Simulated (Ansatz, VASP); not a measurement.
## One calculation of NaI, two programs

```
Na I
1.0
     0.00000    3.22972    3.22972
     3.22972    0.00000    3.22972
     3.22972    3.22972    0.00000
Na I
1 1
Direct
  0.00000 0.00000 0.00000
  0.50000 0.50000 0.50000
```

Alike in both runs: task single point; functional PBE; k mesh 6 × 6 × 6; no spin polarisation.

|  | VASP | Ansatz |
| --- | --- | --- |
| version | VASP 6.6.1 | Ansatz 0.2.0 |
| potentials or method | VASP PAW PBE potentials, release 64 (Na_pv, I) | plane waves |
| plane-wave cutoff (eV) | 520 | 420 |
| occupations | gaussian, width 0.01 eV | fixed |
| valence electrons in the cell | 14 | 26 |

Ansatz gave:

```
gap on the k mesh at the Fermi level (eV) : 3.66
pressure (GPa)                            : 0.5
```

Q: What did VASP give for the same quantities?

A: gap on the k mesh at the Fermi level (eV): 3.66; pressure (GPa): 0.6.

VASP's potentials hold 14 valence electrons a cell and Ansatz's 26, so a difference there can come from the potentials and not from the codes.

Spin-orbit coupling is off throughout.
